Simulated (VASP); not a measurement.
# KI: single point with PBE

KI:

```xyz
2
Lattice="0.0000 3.4364 3.7008 3.4364 0.0000 3.7008 3.4364 3.4364 0.0000" Properties=species:S:1:pos:R:3 pbc="T T T"
K     0.0000    0.0000    0.0000
I     3.4364    3.4364    3.7008
```

This cell differs from its parent crystal: strain -0.025 along x and y, +0.050 along z.

| Quantity | Value |
| --- | --- |
| Program | VASP 6.6.1 |
| Task | single point |
| Functional | PBE |
| Potentials or basis | VASP PAW PBE potentials, release 64 (K_sv, I) |
| Cutoff | 520 eV |
| k mesh | 6 × 6 × 6 |
| Occupations | gaussian, width 0.05 eV |
| Spin | no spin polarisation |
| Dipole correction | no |
| Further INCAR settings | ALGO = Normal; EDIFF = 1e-06; NBANDS = 15 |

| Property | Result |
| --- | --- |
| Pressure | 0.9 GPa |
| Band gap on the k mesh | 3.97 eV, direct |

Stress tensor (GPa, compression positive):
```
 1.56  0.00  0.00
 0.00  1.56  0.00
 0.00  0.00 -0.28
```

Levels at points of the mesh, in eV from the valence-band top:
```
           k point  band 4  band 5  band 6  band 7  band 8  band 9  band 10  band 11  band 12  band 13
(0.00, 0.00, 0.00)  -11.98  -10.53   -0.03    0.00    0.00    3.97     6.20     6.64     6.64     7.09
(0.50, 0.00, 0.00)  -11.97  -10.22   -1.36   -0.38   -0.34    5.51     7.70     7.92     8.46     8.71
(0.50, 0.50, 0.00)  -11.99  -10.40   -1.06   -0.30   -0.30    4.95     5.80     7.99     8.61     8.75
(0.50, 0.00, 0.50)  -11.99  -10.37   -0.99   -0.46   -0.37    4.90     5.80     8.15     8.80     8.92
```

Wall time 38 s on 1 thread of Intel(R) Xeon(R) Platinum 8488C (Sapphire Rapids) (shared host), peak memory 0.24 GiB.

Caveat: the cell differs from its parent crystal (strain -0.025 along x and y, +0.050 along z); spin-orbit coupling is left out, which moves the levels of the heavy elements.
